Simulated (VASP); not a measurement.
Input of a VASP 6.6.1 run:

INCAR

```
  PREC = Accurate
  ENCUT = 520
  EDIFF = 1E-7
  ISMEAR = 0
  SIGMA = 0.15
  LREAL = F
  LASPH = T
  NELM = 100
  ALGO = Normal
  ISIF = 2
  LWAVE = F
  LCHARG = F
  GGA = PE
  NBANDS = 21
```

The input KPOINTS:

```
regular mesh
0
Gamma
  14 14 14
```

File POSCAR:

```
Ge
1.0
    0.0000000000      2.8996846054      2.7288931821
    2.8996846054      0.0000000000      2.7288931821
    2.8996846054      2.8996846054      0.0000000000
Ge
2
Direct
    0.5000000000      0.5000000000      0.5000000000
    0.7500000000      0.7500000000      0.7500000000
```

Potentials or basis: VASP PAW PBE potentials, release 64 (Ge_d).

Command:

```sh
$ cat potpaw_PBE.64/Ge_d/POTCAR > POTCAR
$ mpirun -np 1 vasp_std > vasp.out
```

What does it give for the band gap on the k mesh?

0.06 eV (least direct gap 0.41 eV).

What does it give for the pressure?

2.6 GPa.

Stress tensor (GPa, compression positive):
```
1.32 0.00 0.00
0.00 1.32 0.00
0.00 0.00 5.05
```

Caveat: semilocal functionals underestimate gaps, and a narrow one can read as zero. A k mesh can miss the band edges.
